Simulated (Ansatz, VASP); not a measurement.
**One calculation of CdS, two programs**

```xyz
2
Lattice="0.0000 2.4278 2.4278 2.4278 0.0000 2.4278 2.4278 2.4278 0.0000" Properties=species:S:1:pos:R:3 pbc="T T T"
Cd    0.0000    0.0000    0.0000
S     1.2139    1.2139    1.2139
```

Change from the starting cell: volume scaled by 0.55, LAPW.

Alike in both runs: task single point; functional PBE; k mesh 13 × 13 × 13; occupations fermi-dirac, width 0.05 eV; no spin polarisation.

|  | VASP | Ansatz |
| --- | --- | --- |
| version | VASP 6.6.1 | Ansatz 0.2.0 |
| potentials or method | VASP PAW PBE potentials, release 64 (Cd, S), cutoff 520 eV | all-electron LAPW, scalar-relativistic |

|  | VASP | Ansatz | Ansatz less VASP |
| --- | --- | --- | --- |
| pressure (GPa) | 128.3 | 124.8 | -3.47 |

Both programs put the cell under a high pressure, so it lies far from rest at this level. Ansatz ran all-electron here, and VASP with PAW potentials.

Noted on VASP's run: the cell as given lies far from equilibrium.
